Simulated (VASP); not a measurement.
Write the native input for VASP 6.6.1 that does the following.

- Task: single point
- Functional: r2SCAN
- Potentials or basis: VASP PAW PBE potentials, release 64 (Si, Ge_d)
- Cutoff: 520 eV
- k mesh: 6 × 6 × 6
- Occupations: gaussian, width 0.1 eV
- Spin: no spin polarisation
- Dipole correction: no
- Further INCAR settings: ALGO = Normal; EDIFF = 1e-06; NBANDS = 41

SiGe2:

```
Si Ge
1.0
     0.00000    4.01146    3.94962
     2.30629    0.00000    3.94962
     2.30629    4.01146    0.00000
Si Ge
2 4
Direct
  0.00000 0.00000 0.00000
  0.25000 0.25000 0.25000
  0.66790 0.66790 0.33210
  0.33210 0.33210 0.66790
  0.58210 0.58210 0.91790
  0.91790 0.91790 0.58210
```

These files were run (other wordings do the same):

POSCAR

```
SiGe2
1.0
    0.0000000000      4.0114586679      3.9496165559
    2.3062920652      0.0000000000      3.9496165559
    2.3062920652      4.0114586679      0.0000000000
Si Ge
2 4
Direct
    0.0000000000      0.0000000000      0.0000000000
    0.2500000000      0.2500000000      0.2500000000
    0.6678956264      0.6678956264      0.3321043736
    0.3321043736      0.3321043736      0.6678956264
    0.5821043736      0.5821043736      0.9178956264
    0.9178956264      0.9178956264      0.5821043736
```

INCAR.step1

```
SYSTEM = SiGe2
PREC     = Accurate       ! precision mode
ENCUT    = 520            ! plane-wave cutoff, eV
ISMEAR   = 0              ! smearing method
SIGMA    = 0.1            ! smearing width, eV
LREAL    = .False.        ! projectors in reciprocal space
LASPH    = .True.         ! aspherical terms in the spheres
NELM     = 100            ! most SCF steps
NBANDS   = 41             ! bands
GGA      = PE             ! functional
ALGO     = Normal         ! electronic algorithm
EDIFF    = 1E-4           ! SCF threshold, eV
LWAVE    = .True.         ! write WAVECAR
LCHARG   = .False.        ! write CHGCAR
```

INCAR.step2

```
SYSTEM = SiGe2
PREC     = Accurate       ! precision mode
ENCUT    = 520            ! plane-wave cutoff, eV
EDIFF    = 1E-6           ! SCF threshold, eV
ISMEAR   = 0              ! smearing method
SIGMA    = 0.1            ! smearing width, eV
LREAL    = .False.        ! projectors in reciprocal space
LASPH    = .True.         ! aspherical terms in the spheres
NELM     = 100            ! most SCF steps
ALGO     = Normal         ! electronic algorithm
ISIF     = 2              ! what is computed and relaxed
LWAVE    = .False.        ! write WAVECAR
LCHARG   = .True.         ! write CHGCAR
METAGGA  = R2SCAN         ! meta-GGA
LMIXTAU  = .True.       
LELF     = .True.         ! ELF
LVHAR    = .True.       
NBANDS   = 41             ! bands
ISTART   = 1
```

KPOINTS

```
regular mesh
0
Gamma
  6 6 6
  0 0 0
```

Potentials or basis: VASP PAW PBE potentials, release 64 (Si, Ge_d).

Run with:

```console
$ cat potpaw_PBE.64/Si/POTCAR potpaw_PBE.64/Ge_d/POTCAR > POTCAR
$ cp INCAR.step1 INCAR
$ mpirun -np 1 vasp_std > vasp.out
$ cp INCAR.step2 INCAR
$ mpirun -np 1 vasp_std > vasp.out
```

Results of the run:

```json
{
  "Pressure": "62.9 GPa",
  "Largest force": "0.276 eV/Å",
  "Band gap on the k mesh": "zero (band 32 reaches 16.57 eV, above the bottom of band 33 at 7.77 eV)"
}
```

Caveat: the PAW data sets were made with another functional, which shifts forces and pressure a little.

Wall time 3.6 min on 1 thread of Intel(R) Xeon(R) 6975P-C (Granite Rapids) (shared host), peak memory 0.3 GiB.
